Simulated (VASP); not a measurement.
# CdSe (P6_3mc) in VASP: single point with PBE

Aim: the single point of CdSe with PBE.

All numbers are computed with VASP 6.6.1; they aren't measurements. Logs are shortened: lines on timing, memory, paths and dates and some standing lists are left out, and cuts for length are marked.

## (1) The cell of the first run

Symmetry: P6_3mc, No. 186, hexagonal system. The conventional cell has a = 4.300 Å, b = 4.300 Å, c = 7.020 Å, α = 90.00°, β = 90.00°, γ = 120.00°. Within 3.5 Å of Cd (site symmetry 3m) lie 4 Se at 2.63 Å. Within 3.5 Å of Se (site symmetry 3m) lie 4 Cd at 2.63 Å.

## (2) Single point, PBE

INCAR

```
SYSTEM = CdSe
  ALGO = Normal
  EDIFF = 1E-6
  ENCUT = 520
  GGA = PE
  ISIF = 2
  ISMEAR = -1
  LASPH = .True.
  LCHARG = .True.
  LELF = .True.
  LREAL = .False.
  LVHAR = .True.
  LWAVE = .False.
  NBANDS = 26
  NELM = 100
  PREC = Accurate
  SIGMA = 0.02
```

KPOINTS

```
k-points
0
Gamma
  8 8 4
  0 0 0
```

POSCAR

```
CdSe
1.0
    4.3000000000      0.0000000000      0.0000000000
   -2.1500000000      3.7239092363      0.0000000000
    0.0000000000      0.0000000000      7.0200000000
Cd Se
2 2
Direct
    0.3333333333      0.6666666667      0.0048632273
    0.6666666667      0.3333333333      0.5048632273
    0.3333333333      0.6666666667      0.3801367727
    0.6666666667      0.3333333333      0.8801367727
```

Potentials or basis: VASP PAW PBE potentials, release 64 (Cd, Se).

The run is started by

```sh
$ cat potpaw_PBE.64/Cd/POTCAR potpaw_PBE.64/Se/POTCAR > POTCAR
$ mpirun -np 1 vasp_std > vasp.out
```

OUTCAR:

```text
SYSTEM = CdSe
   EDIFF = 1E-6
   ENCUT = 520
   GGA = PE
   ISIF = 2
   ISMEAR = -1
   LASPH = .True.
   LREAL = .False.
   NELM = 100
   PREC = Accurate

 ion  position               nearest neighbor table
   1  0.333  0.667  0.005-   4 2.63   4 2.63   4 2.63   3 2.63
   2  0.667  0.333  0.505-   3 2.63   3 2.63   3 2.63   4 2.63
   3  0.333  0.667  0.380-   2 2.63   2 2.63   2 2.63   1 2.63
   4  0.667  0.333  0.880-   1 2.63   1 2.63   1 2.63   2 2.63

  LATTYP: Found a hexagonal cell.
 ALAT       =     4.3000000000
 C/A-ratio  =     1.6325581395

  Lattice vectors:

 A1 = (   4.3000000000,   0.0000000000,   0.0000000000)
 A2 = (  -2.1500000000,   3.7239092363,   0.0000000000)
 A3 = (   0.0000000000,   0.0000000000,   7.0200000000)

Analysis of symmetry for initial positions (statically):
=====================================================================
 Subroutine PRICEL returns:
 Original cell was already a primitive cell.

 Routine SETGRP: Setting up the symmetry group for a
 hexagonal supercell.

 Subroutine GETGRP returns: Found 12 space group operations
 (whereof  6 operations were pure point group operations)
 out of a pool of 24 trial point group operations.

The static configuration has the point symmetry C_3v.
 The point group associated with its full space group is C_6v.

Analysis of symmetry for dynamics (positions and initial velocities):
=====================================================================
 Subroutine PRICEL returns:
 Original cell was already a primitive cell.

 Routine SETGRP: Setting up the symmetry group for a
 hexagonal supercell.

 Subroutine GETGRP returns: Found 12 space group operations
 (whereof  6 operations were pure point group operations)
 out of a pool of 24 trial point group operations.

The dynamic configuration has the point symmetry C_3v.
 The point group associated with its full space group is C_6v.

 Subroutine INISYM returns: Found 12 space group operations
 (whereof  6 operations are pure point group operations),
 and found     1 'primitive' translations

----------------------------------------------------------------------------------------

                                     Primitive cell

  volume of cell :     112.4099

  direct lattice vectors                    reciprocal lattice vectors
     4.300000000  0.000000000  0.000000000     0.232558140  0.134267504  0.000000000
    -2.150000000  3.723909236  0.000000000     0.000000000  0.268535009  0.000000000
     0.000000000  0.000000000  7.020000000     0.000000000  0.000000000  0.142450142

  length of vectors
     4.300000000  4.300000000  7.020000000     0.268535009  0.268535009  0.142450142

  position of ions in fractional coordinates (direct lattice)
     0.333333333  0.666666667  0.004863227
     0.666666667  0.333333333  0.504863227
     0.333333333  0.666666667  0.380136773
     0.666666667  0.333333333  0.880136773

  ion indices of the primitive-cell ions
   primitive index   ion index
                 1           1
                 2           2
                 3           3
                 4           4

----------------------------------------------------------------------------------------

 KPOINTS: k-points

Automatic generation of k-mesh.
 Grid dimensions read from file:
 generate k-points for:    8    8    4

 Generating k-lattice:

  Cartesian coordinates                     Fractional coordinates (reciprocal lattice)
     0.029069767  0.016783438  0.000000000     0.125000000  0.000000000  0.000000000
     0.000000000  0.033566876  0.000000000     0.000000000  0.125000000  0.000000000
     0.000000000  0.000000000  0.035612536     0.000000000  0.000000000  0.250000000

  Length of vectors
     0.033566876  0.033566876  0.035612536

  Shift w.r.t. Gamma in fractional coordinates (k-lattice)
     0.000000000  0.000000000  0.000000000

 Subroutine IBZKPT returns following result:
 ===========================================

 Found     30 irreducible k-points:

 Following reciprocal coordinates:
            Coordinates               Weight
  0.000000  0.000000  0.000000      1.000000
  0.125000 -0.000000  0.000000      6.000000
  0.250000 -0.000000  0.000000      6.000000
  0.375000 -0.000000  0.000000      6.000000
  0.500000 -0.000000  0.000000      3.000000
  0.125000  0.125000  0.000000      6.000000
[... 16 lines left out ...]
  0.250000 -0.000000  0.500000      6.000000
  0.375000 -0.000000  0.500000      6.000000
 [... further k-points ...]
   k-points           NKPTS =     30   k-points in BZ     NKDIM =     30   number of bands    NBANDS=     26
   number of dos      NEDOS =    301   number of ions     NIONS =      4
   total plane-waves  NPLWV =  55296
   dimension x,y,z NGX =    32 NGY =   32 NGZ =   54
   dimension x,y,z NGXF=    64 NGYF=   64 NGZF=  108
   ions per type =               2   2
   NGX,Y,Z   is equivalent  to a cutoff of  12.37, 12.37, 12.79 a.u.
   NGXF,Y,Z  is equivalent  to a cutoff of  24.74, 24.74, 25.58 a.u.
 SYSTEM =  CdSe
   PREC   = accura    normal or accurate (medium, high low for compatibility)
   ISTART =      0    job   : 0-new  1-cont  2-samecut
   ICHARG =      2    charge: 1-file 2-atom 10-const
   ISPIN  =      1    spin polarized calculation?
   LNONCOLLINEAR =      F non collinear calculations
   LSORBIT =      F    spin-orbit coupling
   LASPH  =      T    aspherical Exc in radial PAW
   ENCUT  =  520.0 eV  38.22 Ry    6.18 a.u.   8.00  8.00 13.05*2*pi/ulx,y,z
   NELM   =    100;   NELMIN=  2; NELMDL= -5     # of ELM steps
   EDIFF  = 0.1E-05   stopping-criterion for ELM
   LREAL  =      F    real-space projection
   EDIFFG = 0.1E-04   stopping-criterion for IOM
   NSW    =      0    number of steps for IOM
   IBRION =     -1    ionic relax: 0-MD 1-quasi-New 2-CG
   NFREE  =      0    steps in history (QN), initial steepest desc. (CG)
   ISIF   =      2    stress and relaxation
   ISYM   =      2    0-nonsym 1-usesym 2-fastsym
   POTIM  = 0.5000    time-step for ionic-motion
   TEBEG  =    0.0;   TEEND  =   0.0 temperature during run
   PSTRESS=    0.0 pullay stress
   NELECT =      36.0000    total number of electrons
   NUPDOWN=      -1.0000    fix difference up-down
   EMIN   =  10.00;   EMAX   =-10.00  energy-range for DOS
   EFERMI =   0.00;   METHOD = LEGACY
   ISMEAR =    -1;   SIGMA  =   0.02  broadening in eV -4-tet -1-fermi 0-gaus
   EFERMI_NEDOS =   21; number of points for ismear=-14 and -15
   IALGO  =     38    algorithm
   IMIX   =      4    mixing-type and parameters
     AMIX     =   0.40;   BMIX     =  1.00
     AMIX_MAG =   1.60;   BMIX_MAG =  1.00
  volume/ion in A,a.u.               =      28.10       189.64
  Fermi-wavevector in a.u.,A,eV,Ry     =   1.120059  2.116604 17.068937  1.254531
  Thomas-Fermi vector in A             =   2.256702
   LORBIT       =      0    0 simple, 1 ext, 2 COOP (PROOUT), +10 PAW based schemes
   GGA     = PE    functional components
   LHFCALC =     F    Hartree Fock is set to
   AEXX    =    0.0000 exact exchange contribution
   IVDW    =     0    specifies the selected vdW correction
   LEPSILON=     F    determine dielectric tensor
   LRPA    =     F    only Hartree local field effects (RPA)
 non-spin polarized calculation
  energy-cutoff  :      520.00
  volume of cell :      112.41
 maximum number of plane-waves:      3042
 NGX is ok and might be reduce to    32
   NGX = 15   NGY = 15   NGZ = 27

 number of electron      35.9999992 magnetization

 Free energy of the ion-electron system (eV)
  ---------------------------------------------------
  ext. energy  EPLUGINS =         0.00000000
  ---------------------------------------------------
  free energy    TOTEN  =       -10.92554538 eV

  energy without entropy =      -10.92554538  energy(sigma->0) =      -10.92554538

 E-fermi :   1.2947     XC(G=0):  -8.8840

 val. band max:        0.9549473436   @ k =   0.0000   0.0000   0.0000
 cond. band min:       1.6213224669   @ k =   0.0000   0.0000   0.0000
 fundamental gap:      0.6663751233
 Fermi energy:         1.2946887319

 k-point     1 :       0.0000    0.0000    0.0000
  band No.  band energies     occupation
      1     -11.6526      2.00000
      2     -11.2741      2.00000
      3      -6.9793      2.00000
      4      -6.9698      2.00000
      5      -6.9698      2.00000
      6      -6.9012      2.00000
[... 18 lines left out ...]
     25       7.9804      0.00000
     26       8.6736      0.00000

 k-point     2 :       0.1250   -0.0000    0.0000
  band No.  band energies     occupation
      1     -11.6046      2.00000
      2     -11.2522      2.00000
      3      -6.9641      2.00000
      4      -6.9527      2.00000
      5      -6.9336      2.00000
      6      -6.8800      2.00000
[... 18 lines left out ...]
     25       8.3468      0.00000
     26       8.3885      0.00000

 k-point     3 :       0.2500   -0.0000    0.0000
  band No.  band energies     occupation
      1     -11.4828      2.00000
      2     -11.2033      2.00000
      3      -6.9287      2.00000
      4      -6.9164      2.00000
      5      -6.8421      2.00000
      6      -6.8196      2.00000
[... 18 lines left out ...]
     25       8.3997      0.00000
     26       8.9220      0.00000

 k-point     4 :       0.3750   -0.0000    0.0000
  band No.  band energies     occupation
      1     -11.3474      2.00000
      2     -11.1661      2.00000
      3      -6.9018      2.00000
      4      -6.8898      2.00000
      5      -6.7730      2.00000
      6      -6.7636      2.00000
[... 18 lines left out ...]
     25       8.8295      0.00000
     26       9.6310      0.00000
[... 496 lines left out ...]
      1     -11.4263      2.00000
      2     -11.4263      2.00000
      3      -6.9203      2.00000
      4      -6.9203      2.00000
      5      -6.9189      2.00000
      6      -6.9189      2.00000
[... 18 lines left out ...]
     25       7.5323      0.00000
     26       7.5323      0.00000

 k-point    23 :       0.2500   -0.0000    0.5000
  band No.  band energies     occupation
      1     -11.3387      2.00000
      2     -11.3387      2.00000
      3      -6.8825      2.00000
      4      -6.8825      2.00000
      5      -6.8694      2.00000
      6      -6.8694      2.00000
[... 18 lines left out ...]
     25       8.2342      0.00000
     26       8.2342      0.00000

 k-point    24 :       0.3750   -0.0000    0.5000
  band No.  band energies     occupation
      1     -11.2504      2.00000
      2     -11.2504      2.00000
      3      -6.8658      2.00000
      4      -6.8658      2.00000
      5      -6.8249      2.00000
      6      -6.8249      2.00000
[... 18 lines left out ...]
     25       8.7538      0.00000
     26       8.7538      0.00000

 [... further k-points ...]
[... 5 lines left out ...]
  --------------------------------------------------------------------------------------
  -------------------------------------------------------------------------------------
  Total        2.2392874      2.2392874      2.3136620      0.0000000     -0.0000000      0.0000000
  in kB       31.9165367     31.9165367     32.9765977      0.0000000     -0.0000000      0.0000000
  external PRESSURE =      32.2698904 kB  Pullay stress =       0.0000000 kB

 VOLUME and BASIS-vectors are now :
 -----------------------------------------------------------------------------
  energy-cutoff  :      520.00
  volume of cell :      112.41
      direct lattice vectors                 reciprocal lattice vectors
     4.300000000  0.000000000  0.000000000     0.232558140  0.134267504  0.000000000
    -2.150000000  3.723909236  0.000000000     0.000000000  0.268535009  0.000000000
     0.000000000  0.000000000  7.020000000     0.000000000  0.000000000  0.142450142

 POSITION                                       TOTAL-FORCE (eV/Angst)
 -----------------------------------------------------------------------------------
     -0.00000      2.48261      0.03414         0.000000     -0.000000     -0.008560
      2.15000      1.24130      3.54414        -0.000000      0.000000     -0.008560
     -0.00000      2.48261      2.66856        -0.000000     -0.000000      0.008560
      2.15000      1.24130      6.17856         0.000000     -0.000000      0.008560
 -----------------------------------------------------------------------------------
    total drift:                               -0.000000     -0.000000      0.000149

  FREE ENERGIE OF THE ION-ELECTRON SYSTEM (eV)
  ---------------------------------------------------
  free  energy   TOTEN  =       -10.9255453797 eV

  energy  without entropy=      -10.9255453792  energy(sigma->0) =      -10.92554538
```

Run time: 1.7 min. Hardware: 1 thread of Intel Xeon 8259CL, shared host; peak memory 0.27 GiB.

What came out:

| Item | Value |
| --- | --- |
| Free energy | -10.9255 eV |
| Pressure | 3.2 GPa |
| Largest force | 0.009 eV/Å |
| Band gap on the k mesh | 0.67 eV |

Forces in eV/Å, atoms in the order of the input:
```
Cd   0.000  0.000 -0.009
Cd   0.000  0.000 -0.009
Se   0.000  0.000  0.009
Se   0.000  0.000  0.009
```

Levels at points of the mesh, in eV from the valence-band top:
| k point | band 14 | band 15 | band 16 | band 17 | band 18 | band 19 | band 20 | band 21 | band 22 | band 23 |
| --- | --- | --- | --- | --- | --- | --- | --- | --- | --- | --- |
| (0.00, 0.00, 0.00) | -0.77 | -0.77 | -0.05 | 0.00 | 0.00 | 0.67 | 2.21 | 5.86 | 5.86 | 6.14 |
| (0.50, 0.00, 0.00) | -3.65 | -2.67 | -1.86 | -1.35 | -0.76 | 3.22 | 3.33 | 4.76 | 6.14 | 6.45 |
| (0.00, 0.00, 0.50) | -2.67 | -0.40 | -0.40 | -0.40 | -0.40 | 2.38 | 2.38 | 5.86 | 5.86 | 6.26 |
| (0.50, 0.00, 0.50) | -4.22 | -1.37 | -1.37 | -1.35 | -1.35 | 2.93 | 2.93 | 4.85 | 4.85 | 7.74 |

Caveat: the cell stands under pressure.
